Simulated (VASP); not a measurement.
Write the native input for VASP 6.6.1 that does the following.

```
Task                   : relaxation of cell and atoms
Functional             : PBE
Potentials or basis    : VASP PAW PBE potentials, release 64 (Zn, Ir, C)
Cutoff                 : 600 eV
k mesh                 : 8 × 8 × 8
Occupations            : gaussian, width 0.1 eV
Spin                   : no spin polarisation
Dipole correction      : no
Further INCAR settings : ALGO = Normal; EDIFF = 1e-06; IBRION = 2; EDIFFG = -0.01; NSW = 100; ISIF = 3
```

The structure of ZnIr3C4 lies in POSCAR:

```
ZnIr3C4
1.0
    4.3799891668      0.0000000000      0.0000000000
    0.0000000000      4.3799891668      0.0000000000
    0.0000000000      0.0000000000      4.3799891668
Zn Ir C
1 3 4
Direct
    0.5000000000      0.5000000000      0.5000000000
    0.5000000000      0.0000000000      0.0000000000
    0.0000000000      0.5000000000      0.0000000000
    0.0000000000      0.0000000000      0.5000000000
    0.0000000000      0.5000000000      0.5000000000
    0.5000000000      0.0000000000      0.5000000000
    0.5000000000      0.5000000000      0.0000000000
    0.0000000000      0.0000000000      0.0000000000
```

One way to write it, as run:

INCAR

```
SYSTEM = ZnIr3C4
PREC = Accurate
ENCUT = 600
EDIFF = 1E-6
ISMEAR = 0
SIGMA = 0.1
LREAL = .FALSE.
LASPH = .TRUE.
NELM = 60
ALGO = Normal
ISIF = 3
LWAVE = .FALSE.
LCHARG = .FALSE.
GGA = PE
IBRION = 2
NSW = 100
EDIFFG = -0.01
```

KPOINTS

```
regular mesh
0
G
  8 8 8
  0 0 0
```

Potentials or basis: VASP PAW PBE potentials, release 64 (Zn, Ir, C).

Command:

```console
$ cat potpaw_PBE.64/Zn/POTCAR potpaw_PBE.64/Ir/POTCAR potpaw_PBE.64/C/POTCAR > POTCAR
$ mpirun -np 1 vasp_std > vasp.out
```

It gave:

The relaxed volume is 10.57 Å³/atom and the relaxed cell is a = 4.389 Å, b = 4.389 Å, c = 4.389 Å, α = 90.00°, β = 90.00°, γ = 90.00°. The space group after relaxing (to 0.05 Å) is Pm-3m (No. 221). The energy gained by relaxing is 0.4 meV/atom and the ionic steps are 3. The pressure after relaxing is 0.0 GPa.

Run time: 4.1 min on 1 thread of Intel(R) Xeon(R) Platinum 8259CL CPU @ 2.50GHz (Skylake/Cascade Lake), with other jobs on the host, peak memory 0.29 GiB.
